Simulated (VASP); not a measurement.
Here is a VASP 6.6.1 calculation.

INCAR

```
SYSTEM = GaP
PREC = Accurate
ENCUT = 520
EDIFF = 1E-6
ISMEAR = 0
SIGMA = 0.05
LREAL = .False.
LASPH = .True.
NELM = 80
ALGO = Normal
ISIF = 2
LWAVE = .False.
LCHARG = .False.
GGA = PE
NBANDS = 16
```

Contents of KPOINTS:

```
Automatic mesh
0
Gamma
  10 10 10
  0 0 0
```

Contents of POSCAR:

```
GaP
1.0
    0.0000000000      2.3807251615      3.5710877423
    2.3807251615      0.0000000000      3.5710877423
    2.3807251615      2.3807251615      0.0000000000
Ga P
1 1
Direct
    0.0000000000      0.0000000000      0.0000000000
    0.7500000000      0.7500000000      0.7500000000
```

Potentials or basis: VASP PAW PBE potentials, release 64 (Ga_d, P).

Run with:

```bash
$ cat potpaw_PBE.64/Ga_d/POTCAR potpaw_PBE.64/P/POTCAR > POTCAR
$ mpirun -np 1 vasp_std > vasp.out
```

Question: Estimate the band gap on the k mesh.

Answer: Zero (band 9 reaches 6.04 eV, above the bottom of band 10 at 5.03 eV).

Question: Predict the pressure.

Answer: 1.1 GPa.

Stress tensor (GPa, compression positive):
```
 10.10   0.00   0.00
  0.00  10.10   0.00
  0.00   0.00 -16.83
```
